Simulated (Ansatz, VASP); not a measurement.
## Ge2H: VASP beside Ansatz

The input INCAR:

```
PREC = Accurate
ENCUT = 520
EDIFF = 1E-7
ISMEAR = 0
SIGMA = 0.1
LREAL = False
LASPH = True
NELM = 150
ALGO = Normal
ISIF = 2
LWAVE = False
LCHARG = False
ISPIN = 2
MAGMOM = 0 0 1
LORBIT = 11
LDIPOL = True
IDIPOL = 3
DIPOL = 0.5 0.5 0.283
GGA = PE
IVDW = 12
NBANDS = 26
```

Contents of KPOINTS:

```
regular mesh
0
Gamma
  9 9 1
```

File POSCAR:

```
Ge2H
1.0
    4.0226895460      0.0000000000      0.0000000000
   -2.0113447730      3.4837513384      0.0000000000
    0.0000000000      0.0000000000     17.6842610184
Ge H
2 1
Direct
    0.3333333333      0.6666666667      0.2648830513
    0.6666666667      0.3333333333      0.2261898304
    1.2222222222     -0.2222222222      0.3593173055
```

Input for Ansatz:

```yaml
crystal:
  lattice:
    - [4.022689546, 0.0, 0.0]
    - [-2.011344773, 3.4837513384, 0.0]
    - [0.0, 0.0, 17.6842610184]
  atoms:
    - { symbol: Ge, position: [0.3333333333, 0.6666666667, 0.2648830513] }
    - { symbol: Ge, position: [0.6666666667, 0.3333333333, 0.2261898304] }
    - { symbol: H, position: [1.2222222222, -0.2222222222, 0.3593173055], spin: 1.0 }
basis:
  ecutwfc: 420
kpoints:
  mp_grid: { grid: [9, 9, 1] }
hamiltonian:
  xc: pbe
  pseudopotentials: { kind: paw, azcp: { folder: soft_1 } }
  dispersion: d3bj
scf:
  occupations: { method: gaussian, width: 0.1 }
output:
  forces: true
  eigenvalues: true
  populations: true
magnetization:
  spin_polarized: true
efield:
  axis: 3
  dipole_correction: true
  ramp_width: 0.04
```

Alike in both runs: task single point; functional PBE; dispersion D3(BJ); k mesh 9 × 9 × 1; occupations gaussian, width 0.1 eV; collinear spin.

|  | VASP | Ansatz |
| --- | --- | --- |
| version | VASP 6.6.1 | Ansatz 0.2.0 |
| potentials or method | VASP PAW PBE potentials, release 64 (Ge_d, H), cutoff 520 eV | scalar-relativistic, plane waves, PAW |
| valence electrons in the cell | 29 | 29 |

Ansatz gave:

```
gap on the k mesh at the Fermi level (eV)                     : 0.04
least direct gap on the mesh (eV)                             : 0.64
rms of the force components (eV/Å)                            : 0.856
net moment per atom (μB)                                      : 0.32
size of the moment on the site where the two differ most (μB) : 0.22
```

What did VASP give for the same quantities?

gap on the k mesh at the Fermi level (eV): 0.05; least direct gap on the mesh (eV): 0.64; rms of the force components (eV/Å): 0.857; net moment per atom (μB): 0.32; size of the moment on the site where the two differ most (μB): 0.30.

Site moments also hang on the region over which each program counts them. Atom by atom the forces differ by 0.001 eV/Å (rms over components).
